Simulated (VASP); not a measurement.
Set up this calculation in VASP 6.6.1, as the native input.

| Item | Value |
| --- | --- |
| Task | single point |
| Functional | PBE |
| Potentials or basis | VASP PAW PBE potentials, release 64 (Sc_sv) |
| Cutoff | 520 eV |
| k mesh | 14 × 14 × 10 |
| Occupations | gaussian, width 0.1 eV |
| Spin | no spin polarisation |
| Dipole correction | no |
| Further INCAR settings | ALGO = Fast; EDIFF = 1e-06; NBANDS = 18 |

The structure of Sc lies in POSCAR:

```
Sc
1.0
    3.3329536431      0.0000000000      0.0000000000
    0.0000000000      3.3329536431      0.0000000000
    0.0000000000      0.0000000000      4.7094518763
Sc
2
Direct
    0.0000000000      0.0000000000      0.0000000000
    0.5000000000      0.5000000000      0.5000000000
```

This isn't the form of Sc at room conditions, which is hcp.

This cell differs from its parent crystal: equal strain along all axes, cell held: +2.0 %.

These files were run (other wordings do the same):

INCAR

```
ALGO     = Fast           # electronic algorithm
EDIFF    = 1E-6           # SCF threshold, eV
ENCUT    = 520            # plane-wave cutoff, eV
GGA      = PE             # functional
ISIF     = 2              # what is computed and relaxed
ISMEAR   = 0              # smearing method
LASPH    = T              # aspherical terms in the spheres
LCHARG   = T              # write CHGCAR
LELF     = T              # ELF
LREAL    = F              # projectors in reciprocal space
LVHAR    = T            
LWAVE    = F              # write WAVECAR
NBANDS   = 18             # bands
NELM     = 80             # most SCF steps
PREC     = Accurate       # precision mode
SIGMA    = 0.1            # smearing width, eV
```

KPOINTS

```
k-points
0
Gamma
  14 14 10
```

Potentials or basis: VASP PAW PBE potentials, release 64 (Sc_sv).

Command:

```sh
$ cat potpaw_PBE.64/Sc_sv/POTCAR > POTCAR
$ mpirun -np 1 vasp_std > vasp.out
```

It gave:

```json
{"Pressure": "-2.7 GPa", "Band gap on the k mesh": "zero (bands 11 and 12 overlap by 0.90 eV)"}
```

Caveat: the cell differs from its parent crystal (equal strain along all axes, cell held: +2.0 %).

Run time: 4.7 min on 1 thread of Oxide Virtual Turin-like Processor (shared host), peak memory 0.26 GiB.
